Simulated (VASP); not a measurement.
# BAs (Pm-3m) in VASP: settings compared

Aim: see how the results for BAs move with the level of theory and the settings. Levels: r2SCAN, r2SCAN+D3(BJ). Tasks: single point.

Program: VASP 6.6.1. These are calculated values, not measurements. Logs are shortened: lines on timing, memory, paths and dates and some standing lists are left out, and cuts for length are marked.

### Step 1. The cell of the first run

It takes space group Pm-3m (No. 221, cubic). Conventional cell: a = 2.925 Å, b = 2.925 Å, c = 2.925 Å, α = 90.00°, β = 90.00°, γ = 90.00°. Within 3.3 Å of B (site symmetry m-3m) lie 8 As at 2.53 Å and 6 B at 2.93 Å. Within 3.3 Å of As (site symmetry m-3m) lie 8 B at 2.53 Å and 6 As at 2.93 Å.

### Step 2. Single point, r2SCAN

Contents of POSCAR:

```
BAs
1.0
    2.9251576732      0.0000000000      0.0000000000
    0.0000000000      2.9251576732      0.0000000000
    0.0000000000      0.0000000000      2.9251576732
B As
1 1
Direct
    0.0000000000      0.0000000000      0.0000000000
    0.5000000000      0.5000000000      0.5000000000
```

Contents of INCAR.step1:

```
PREC = Accurate
ENCUT = 520
ISMEAR = 1
SIGMA = 0.001
LREAL = F
LASPH = T
NELM = 60
NBANDS = 11
GGA = PE
ALGO = Normal
EDIFF = 1E-4
LWAVE = T
LCHARG = F
```

Contents of INCAR.step2:

```
PREC = Accurate
ENCUT = 520
EDIFF = 1E-6
ISMEAR = 1
SIGMA = 0.001
LREAL = F
LASPH = T
NELM = 60
ALGO = Normal
ISIF = 2
LWAVE = F
LCHARG = F
METAGGA = R2SCAN
LMIXTAU = T
NBANDS = 11
ISTART = 1
```

Contents of KPOINTS:

```
regular mesh
0
Gamma
  6 6 6
```

Potentials or basis: VASP PAW PBE potentials, release 64 (B, As).

On the command line:

```console
$ cat potpaw_PBE.64/B/POTCAR potpaw_PBE.64/As/POTCAR > POTCAR
$ cp INCAR.step1 INCAR
$ mpirun -np 1 vasp_std > vasp.out
$ cp INCAR.step2 INCAR
$ mpirun -np 1 vasp_std > vasp.out
```

OUTCAR:

```text
PREC = Accurate
   ENCUT = 520
   EDIFF = 1E-6
   ISMEAR = 1
   LREAL = F
   LASPH = T
   NELM = 60
   ISIF = 2
   METAGGA = R2SCAN
   ISTART = 1

 ion  position               nearest neighbor table
   1  0.000  0.000  0.000-   2 2.53   2 2.53   2 2.53   2 2.53   2 2.53   2 2.53   2 2.53   2 2.53

   2  0.500  0.500  0.500-   1 2.53   1 2.53   1 2.53   1 2.53   1 2.53   1 2.53   1 2.53   1 2.53

  LATTYP: Found a simple cubic cell.
 ALAT       =     2.9251576732

  Lattice vectors:

 A1 = (   2.9251576732,   0.0000000000,   0.0000000000)
 A2 = (   0.0000000000,   2.9251576732,   0.0000000000)
 A3 = (   0.0000000000,   0.0000000000,   2.9251576732)

Analysis of symmetry for initial positions (statically):
=====================================================================
 Subroutine PRICEL returns:
 Original cell was already a primitive cell.

 Routine SETGRP: Setting up the symmetry group for a
 simple cubic supercell.

 Subroutine GETGRP returns: Found 48 space group operations
 (whereof 48 operations were pure point group operations)
 out of a pool of 48 trial point group operations.

The static configuration has the point symmetry O_h .

Analysis of symmetry for dynamics (positions and initial velocities):
=====================================================================
 Subroutine PRICEL returns:
 Original cell was already a primitive cell.

 Routine SETGRP: Setting up the symmetry group for a
 simple cubic supercell.

 Subroutine GETGRP returns: Found 48 space group operations
 (whereof 48 operations were pure point group operations)
 out of a pool of 48 trial point group operations.

The dynamic configuration has the point symmetry O_h .

 Subroutine INISYM returns: Found 48 space group operations
 (whereof 48 operations are pure point group operations),
 and found     1 'primitive' translations

----------------------------------------------------------------------------------------

                                     Primitive cell

  volume of cell :      25.0293

  direct lattice vectors                    reciprocal lattice vectors
     2.925157673  0.000000000  0.000000000     0.341861914  0.000000000  0.000000000
     0.000000000  2.925157673  0.000000000     0.000000000  0.341861914  0.000000000
     0.000000000  0.000000000  2.925157673     0.000000000  0.000000000  0.341861914

  length of vectors
     2.925157673  2.925157673  2.925157673     0.341861914  0.341861914  0.341861914

  position of ions in fractional coordinates (direct lattice)
     0.000000000  0.000000000  0.000000000
     0.500000000  0.500000000  0.500000000

  ion indices of the primitive-cell ions
   primitive index   ion index
                 1           1
                 2           2

----------------------------------------------------------------------------------------

 KPOINTS: regular mesh

Automatic generation of k-mesh.
 Grid dimensions read from file:
 generate k-points for:    6    6    6

 Generating k-lattice:

  Cartesian coordinates                     Fractional coordinates (reciprocal lattice)
     0.056976986  0.000000000  0.000000000     0.166666667  0.000000000  0.000000000
     0.000000000  0.056976986  0.000000000     0.000000000  0.166666667  0.000000000
     0.000000000  0.000000000  0.056976986     0.000000000  0.000000000  0.166666667

  Length of vectors
     0.056976986  0.056976986  0.056976986

  Shift w.r.t. Gamma in fractional coordinates (k-lattice)
     0.000000000  0.000000000  0.000000000

 Subroutine IBZKPT returns following result:
 ===========================================

 Found     20 irreducible k-points:

 Following reciprocal coordinates:
            Coordinates               Weight
  0.000000  0.000000  0.000000      1.000000
  0.166667  0.000000  0.000000      6.000000
  0.333333  0.000000  0.000000      6.000000
  0.500000  0.000000  0.000000      3.000000
  0.166667  0.166667  0.000000     12.000000
  0.333333  0.166667  0.000000     24.000000
[... 12 lines left out ...]
  0.500000  0.500000  0.333333      6.000000
  0.500000  0.500000  0.500000      1.000000
   k-points           NKPTS =     20   k-points in BZ     NKDIM =     20   number of bands    NBANDS=     11
   number of dos      NEDOS =    301   number of ions     NIONS =      2
   total plane-waves  NPLWV =  13824
   dimension x,y,z NGX =    24 NGY =   24 NGZ =   24
   dimension x,y,z NGXF=    48 NGYF=   48 NGZF=   48
   ions per type =               1   1
   NGX,Y,Z   is equivalent  to a cutoff of  13.64, 13.64, 13.64 a.u.
   NGXF,Y,Z  is equivalent  to a cutoff of  27.28, 27.28, 27.28 a.u.
 SYSTEM =  unknown system
   PREC   = accura    normal or accurate (medium, high low for compatibility)
   ISTART =      1    job   : 0-new  1-cont  2-samecut
   ICHARG =      0    charge: 1-file 2-atom 10-const
   ISPIN  =      1    spin polarized calculation?
   LNONCOLLINEAR =      F non collinear calculations
   LSORBIT =      F    spin-orbit coupling
[... 62 lines left out ...]
      2       6.2819      2.00000
      3       6.2819      2.00000
      4       6.2819      2.00000
      5       7.1384      2.00000
      6      13.3043      0.00000
      7      13.3043      0.00000
      8      17.3221      0.00000
      9      17.3221      0.00000
     10      17.3221      0.00000
     11      27.0236      0.00000

 k-point     2 :       0.1667    0.0000    0.0000
  band No.  band energies     occupation
      1      -8.9913      2.00000
      2       2.7383      2.00000
      3       6.7647      2.00000
      4       6.7647      2.00000
      5       8.6285      0.00000
      6      13.7793      0.00000
      7      15.6264      0.00000
      8      16.0856      0.00000
      9      16.0856      0.00000
     10      17.1178      0.00000
     11      25.8397      0.00000

 k-point     3 :       0.3333    0.0000    0.0000
  band No.  band energies     occupation
      1      -7.6414      2.00000
      2      -1.2219      2.00000
      3       8.1843      0.00000
      4       8.1843      0.00000
      5       9.8535      0.00000
      6      13.3171      0.00000
      7      13.3171      0.00000
      8      13.8595      0.00000
      9      15.1692      0.00000
     10      21.4844      0.00000
     11      22.6552      0.00000

 k-point     4 :       0.5000    0.0000    0.0000
  band No.  band energies     occupation
      1      -6.2370      2.00000
      2      -3.5422      2.00000
      3      10.2848      0.00000
      4      10.2848      0.00000
      5      10.6227      0.00000
      6      10.6227      0.00000
      7      11.1292      0.00000
      8      12.1340      0.00000
      9      16.7417      0.00000
     10      18.9225      0.00000
     11      26.9724      0.00000

 k-point     5 :       0.1667    0.1667    0.0000
  band No.  band energies     occupation
      1      -8.5224      2.00000
      2       2.8219      2.00000
      3       3.7061      2.00000
      4       7.2370      1.83333
      5      10.2325      0.00000
      6      13.3069      0.00000
      7      15.4418      0.00000
      8      16.1060      0.00000
      9      16.2738      0.00000
     10      18.2997      0.00000
     11      24.0183      0.00000
[... 155 lines left out ...]
 k-point    17 :       0.3333    0.3333    0.3333
  band No.  band energies     occupation
      1      -3.9901      2.00000
      2       1.6550      2.00000
      3       2.9641      2.00000
      4       2.9641      2.00000
      5       6.8093      2.00000
      6       8.8828      0.00000
      7       8.8828      0.00000
      8      12.9719      0.00000
      9      23.9560      0.00000
     10      25.8454      0.00000
     11      25.8454      0.00000

 k-point    18 :       0.5000    0.3333    0.3333
  band No.  band energies     occupation
      1      -2.6031      2.00000
      2       0.1245      2.00000
      3       3.6784      2.00000
      4       4.9694      2.00000
      5       5.0288      2.00000
      6       6.0091      2.00000
      7      10.4134      0.00000
      8      10.4781      0.00000
      9      25.1378      0.00000
     10      25.7509      0.00000
     11      26.6523      0.00000

 k-point    19 :       0.5000    0.5000    0.3333
  band No.  band energies     occupation
      1      -1.3286      2.00000
      2       1.9958      2.00000
      3       1.9958      2.00000
      4       2.8211      2.00000
      5       5.9928      2.00000
      6       7.3412      0.00000
      7       8.0188      0.00000
      8       8.0188      0.00000
      9      26.6917      0.00000
     10      26.9149      0.00000
     11      26.9149      0.00000

 k-point    20 :       0.5000    0.5000    0.5000
  band No.  band energies     occupation
      1      -0.2434      2.00000
      2       3.9627      2.00000
      3       3.9627      2.00000
      4       3.9627      2.00000
      5       4.3662      2.00000
      6       5.1578      2.00000
      7       5.1578      2.00000
      8       5.1578      2.00000
      9      28.1523      0.00000
     10      28.1523      0.00000
     11      28.1523      0.00000

------------------------ aborting loop because EDIFF is reached ----------------------------------------

  FORCE on cell =-STRESS in cart. coord.  units (eV):
  Direction    XX          YY          ZZ          XY          YZ          ZX
  --------------------------------------------------------------------------------------
  -------------------------------------------------------------------------------------
  Total        0.3146256      0.3146256      0.3146256      0.0000000     -0.0000000      0.0000000
  in kB       20.1398782     20.1398782     20.1398782      0.0000000     -0.0000000      0.0000000
  external PRESSURE =      20.1398782 kB  Pullay stress =       0.0000000 kB

 VOLUME and BASIS-vectors are now :
 -----------------------------------------------------------------------------
  energy-cutoff  :      520.00
  volume of cell :       25.03
      direct lattice vectors                 reciprocal lattice vectors
     2.925157673  0.000000000  0.000000000     0.341861914  0.000000000  0.000000000
     0.000000000  2.925157673  0.000000000     0.000000000  0.341861914  0.000000000
     0.000000000  0.000000000  2.925157673     0.000000000  0.000000000  0.341861914

 POSITION                                       TOTAL-FORCE (eV/Angst)
 -----------------------------------------------------------------------------------
      0.00000      0.00000      0.00000         0.000000      0.000000      0.000000
      1.46258      1.46258      1.46258         0.000000      0.000000      0.000000
 -----------------------------------------------------------------------------------
    total drift:                                0.000000     -0.000000     -0.000000

  FREE ENERGIE OF THE ION-ELECTRON SYSTEM (eV)
  ---------------------------------------------------
  free  energy   TOTEN  =       -18.6935286934 eV

  energy  without entropy=      -18.6935254101  energy(sigma->0) =      -18.69352760
```

Wall time 12 s (1 thread of Intel Xeon Platinum 8559C (Emerald Rapids), shared host); peak memory 0.14 GiB.

Results:

```
Free energy            : -18.6935 eV
Pressure               : 2.0 GPa
Band gap on the k mesh : zero (band 4 reaches 10.28 eV, above the bottom of band 5 at 4.37 eV)
```

Caveat: the PAW data sets were made with another functional, which shifts forces and pressure a little.

### Step 3. Single point, r2SCAN

POSCAR is that of step 2.

Contents of INCAR.step1:

```
PREC = Accurate
ENCUT = 520
ISMEAR = -1
SIGMA = 0.02
LREAL = False
LASPH = True
NELM = 100
NBANDS = 11
GGA = PE
ALGO = Normal
EDIFF = 1E-4
LWAVE = True
LCHARG = False
```

Contents of INCAR.step2:

```
PREC = Accurate
ENCUT = 520
EDIFF = 1E-6
ISMEAR = -1
SIGMA = 0.02
LREAL = False
LASPH = True
NELM = 100
ALGO = Normal
ISIF = 2
LWAVE = False
LCHARG = False
METAGGA = R2SCAN
LMIXTAU = True
NBANDS = 11
ISTART = 1
```

Contents of KPOINTS:

```
Automatic mesh
0
Gamma
  6 6 6
```

Potentials or basis: VASP PAW PBE potentials, release 64 (B, As).

On the command line:

```console
$ cat potpaw_PBE.64/B/POTCAR potpaw_PBE.64/As/POTCAR > POTCAR
$ cp INCAR.step1 INCAR
$ mpirun -np 1 vasp_std > vasp.out
$ cp INCAR.step2 INCAR
$ mpirun -np 1 vasp_std > vasp.out
```

It took 13 s on 1 thread of Intel Xeon Platinum 8559C (Emerald Rapids), shared host; peak memory 0.14 GiB.

It converged, with:

- Free energy: -18.6942 eV
- Pressure: 2.0 GPa
- Band gap on the k mesh: zero (band 4 reaches 10.29 eV, above the bottom of band 5 at 4.37 eV)

Levels at points of the mesh, in eV from the Fermi level:
| k point | band 2 | band 3 | band 4 | band 5 | band 6 | band 7 |
| --- | --- | --- | --- | --- | --- | --- |
| (0.00, 0.00, 0.00) | -1.00 | -1.00 | -1.00 | -0.14 | 6.02 | 6.02 |
| (0.50, 0.00, 0.00) | -10.82 | 3.01 | 3.01 | 3.34 | 3.34 | 3.85 |
| (0.50, 0.50, 0.00) | -7.29 | -7.29 | -5.99 | 4.45 | 5.36 | 7.77 |
| (0.50, 0.50, 0.50) | -3.32 | -3.32 | -3.32 | -2.91 | -2.12 | -2.12 |

Caveat: the PAW data sets were made with another functional, which shifts forces and pressure a little.

### Step 4. Single point, r2SCAN+D3(BJ)

POSCAR is that of step 3.

Contents of INCAR.step1:

```
SYSTEM = BAs
ALGO     = Normal         ! electronic algorithm
EDIFF    = 1E-4           ! SCF threshold, eV
ENCUT    = 520            ! plane-wave cutoff, eV
GGA      = PE             ! functional
ISMEAR   = -1             ! smearing method
LASPH    = .True.         ! aspherical terms in the spheres
LCHARG   = .False.        ! write CHGCAR
LREAL    = .False.        ! projectors in reciprocal space
LWAVE    = .True.         ! write WAVECAR
NBANDS   = 11             ! bands
NELM     = 100            ! most SCF steps
PREC     = Accurate       ! precision mode
SIGMA    = 0.02           ! smearing width, eV
```

Contents of INCAR.step2:

```
SYSTEM = BAs
ALGO     = Normal         ! electronic algorithm
EDIFF    = 1E-6           ! SCF threshold, eV
ENCUT    = 520            ! plane-wave cutoff, eV
ISIF     = 2              ! what is computed and relaxed
ISMEAR   = -1             ! smearing method
ISTART   = 1            
IVDW     = 12             ! dispersion correction
LASPH    = .True.         ! aspherical terms in the spheres
LCHARG   = .False.        ! write CHGCAR
LMIXTAU  = .True.       
LREAL    = .False.        ! projectors in reciprocal space
LWAVE    = .False.        ! write WAVECAR
METAGGA  = R2SCAN         ! meta-GGA
NBANDS   = 11             ! bands
NELM     = 100            ! most SCF steps
PREC     = Accurate       ! precision mode
SIGMA    = 0.02           ! smearing width, eV
VDW_A1   = 0.49484001   
VDW_A2   = 5.73083694   
VDW_S6   = 1.0          
VDW_S8   = 0.78981345
```

Contents of KPOINTS:

```
k-points
0
Gamma
  6 6 6
  0 0 0
```

On the command line:

```console
$ cat potpaw_PBE.64/B/POTCAR potpaw_PBE.64/As/POTCAR > POTCAR
$ cp INCAR.step1 INCAR
$ mpirun -np 1 vasp_std > vasp.out
$ cp INCAR.step2 INCAR
$ mpirun -np 1 vasp_std > vasp.out
```

Wall time 13 s (1 thread of Intel Xeon Platinum 8559C (Emerald Rapids), shared host); peak memory 0.14 GiB.

It converged, with:

```yaml
Free_energy: -19.0295 eV
Pressure: -0.2 GPa
Band_gap_on_the_k_mesh: zero (band 4 reaches 10.29 eV, above the bottom of band 5 at 4.37 eV)
Dispersion_energy_per_atom: -0.168 eV
```

Levels at points of the mesh, in eV from the Fermi level:
```csv
k point,band 2,band 3,band 4,band 5,band 6,band 7
"(0.00, 0.00, 0.00)",-1.00,-1.00,-1.00,-0.14,6.02,6.02
"(0.50, 0.00, 0.00)",-10.82,3.01,3.01,3.34,3.34,3.85
"(0.50, 0.50, 0.00)",-7.29,-7.29,-5.99,4.45,5.36,7.77
"(0.50, 0.50, 0.50)",-3.32,-3.32,-3.32,-2.91,-2.12,-2.12
```

Caveat: the PAW data sets were made with another functional, which shifts forces and pressure a little; pairwise dispersion overbinds metals, which lowers pressure and volume.

### Step 5. Single point, r2SCAN, collinear spin, zero start

POSCAR is that of step 4.

Contents of INCAR.step1:

```
PREC = Accurate
ENCUT = 520
ISMEAR = -1
SIGMA = 0.02
LREAL = False
LASPH = True
NELM = 150
ISPIN = 2
MAGMOM = 0 0
NBANDS = 15
GGA = PE
ALGO = Normal
EDIFF = 1E-4
LWAVE = True
LCHARG = False
```

Contents of INCAR.step2:

```
PREC = Accurate
ENCUT = 520
EDIFF = 1E-7
ISMEAR = -1
SIGMA = 0.02
LREAL = False
LASPH = True
NELM = 150
ALGO = Normal
ISIF = 2
LWAVE = False
LCHARG = False
ISPIN = 2
MAGMOM = 0 0
LORBIT = 11
METAGGA = R2SCAN
LMIXTAU = True
NBANDS = 15
ISTART = 1
```

Contents of KPOINTS:

```
Automatic mesh
0
Gamma
  6 6 6
```

On the command line:

```console
$ cat potpaw_PBE.64/B/POTCAR potpaw_PBE.64/As/POTCAR > POTCAR
$ cp INCAR.step1 INCAR
$ mpirun -np 1 vasp_std > vasp.out
$ cp INCAR.step2 INCAR
$ mpirun -np 1 vasp_std > vasp.out
```

It took 32 s on 1 thread of Intel Xeon Platinum 8559C (Emerald Rapids), shared host; peak memory 0.15 GiB.

The run converged. Its results:

```yaml
Free_energy: -18.6942 eV
Pressure: 2.0 GPa
Band_gap_on_the_k_mesh: zero (filled and empty bands overlap)
Net_moment: 0.00 μB per cell
Valence_electrons_inside_the_program's_atomic_spheres: B 1.51; As 2.70
```

Levels at points of the mesh, in eV from the Fermi level:
Spin up:
| k point | band 1 | band 2 | band 3 | band 4 | band 5 | band 6 | band 7 | band 8 |
| --- | --- | --- | --- | --- | --- | --- | --- | --- |
| (0.00, 0.00, 0.00) | -16.74 | -1.00 | -1.00 | -1.00 | -0.14 | 6.02 | 6.02 | 10.04 |
| (0.50, 0.00, 0.00) | -13.52 | -10.82 | 3.01 | 3.01 | 3.34 | 3.34 | 3.85 | 4.86 |
| (0.50, 0.50, 0.00) | -10.29 | -7.29 | -7.29 | -5.99 | 4.45 | 5.36 | 7.77 | 7.77 |
| (0.50, 0.50, 0.50) | -7.52 | -3.32 | -3.32 | -3.32 | -2.91 | -2.12 | -2.12 | -2.12 |
Spin down:
| k point | band 1 | band 2 | band 3 | band 4 | band 5 | band 6 | band 7 | band 8 |
| --- | --- | --- | --- | --- | --- | --- | --- | --- |
| (0.00, 0.00, 0.00) | -16.74 | -1.00 | -1.00 | -1.00 | -0.14 | 6.02 | 6.02 | 10.04 |
| (0.50, 0.00, 0.00) | -13.52 | -10.82 | 3.01 | 3.01 | 3.34 | 3.34 | 3.85 | 4.86 |
| (0.50, 0.50, 0.00) | -10.29 | -7.29 | -7.29 | -5.99 | 4.45 | 5.36 | 7.77 | 7.77 |
| (0.50, 0.50, 0.50) | -7.52 | -3.32 | -3.32 | -3.32 | -2.91 | -2.12 | -2.12 | -2.12 |

Caveat: the PAW data sets were made with another functional, which shifts forces and pressure a little.

### Step 6. The runs side by side

| level | spin | smearing | gap on the mesh (eV) | pressure (GPa) |
| --- | --- | --- | --- | --- |
| r2SCAN | off | methfessel-paxton 0.001 eV | none | 2.0 |
| r2SCAN | off | fermi-dirac 0.02 eV | none | 2.0 |
| r2SCAN+D3(BJ) | off | fermi-dirac 0.02 eV | none | -0.2 |
| r2SCAN | collinear, zero start | fermi-dirac 0.02 eV | none | 2.0 |

Alike in all rows: task single point; potentials or basis VASP PAW PBE potentials, release 64 (B, As); cell as given; k mesh 6 × 6 × 6; cutoff (eV) 520.

Every run on the cell as given and a fine mesh finds a metal. The pressure there spans -0.2 GPa (r2SCAN+D3(BJ)) to 2.0 GPa (r2SCAN); a positive pressure means that this level wants a larger cell, a negative one a smaller.

Caveats: the PAW data sets were made with another functional, which shifts forces and pressure a little; pairwise dispersion overbinds metals, which lowers pressure and volume (some runs).

Total energies depend on the potentials used, so only differences within one code and one set of settings carry meaning.
